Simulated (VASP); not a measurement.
Here is a VASP 6.6.1 calculation.

The input INCAR:

```
SYSTEM = AlN
PREC = Accurate ; ENCUT = 520
EDIFF = 1E-6 ; ISMEAR = 0
SIGMA = 0.05 ; LREAL = .FALSE.
LASPH = .TRUE. ; NELM = 80
ALGO = Normal ; ISIF = 2
LWAVE = .FALSE. ; LCHARG = .FALSE.
GGA = CA ; IBRION = 2
NSW = 50 ; EDIFFG = -0.01
```

The input KPOINTS:

```
regular mesh
0
G
  9 9 6
  0 0 0
```

The input POSCAR:

```
AlN
1.0
    3.1195000000      0.0000000000      0.0000000000
   -1.5597500000      2.7015662471      0.0000000000
    0.0000000000      0.0000000000      4.9435842660
Al N
2 2
Direct
    0.3333333333      0.6666666667      0.0015210172
    0.6666666667      0.3333333333      0.5015210172
    0.3333333333      0.6666666667      0.3834789828
    0.6666666667      0.3333333333      0.8834789828
```

Potentials or basis: VASP PAW LDA potentials, release 64 (Al, N).

The run is started by

```console
$ cat potpaw_LDA.64/Al/POTCAR potpaw_LDA.64/N/POTCAR > POTCAR
$ mpirun -np 1 vasp_std > vasp.out
```

Question: What does it give for the band gap on the k mesh?

Answer: 4.19 eV, direct.

Question: Predict the energy gained by relaxing.

Answer: 0.2 meV/atom.

The path:
```csv
step,energy change (eV),largest force (eV/Å),pressure (GPa)
1,0.0000,0.1120,-3.57
2,-0.0009,0.0266,-3.60
3,-0.0010,0.0005,-3.59
```

A k mesh can miss the band edges.
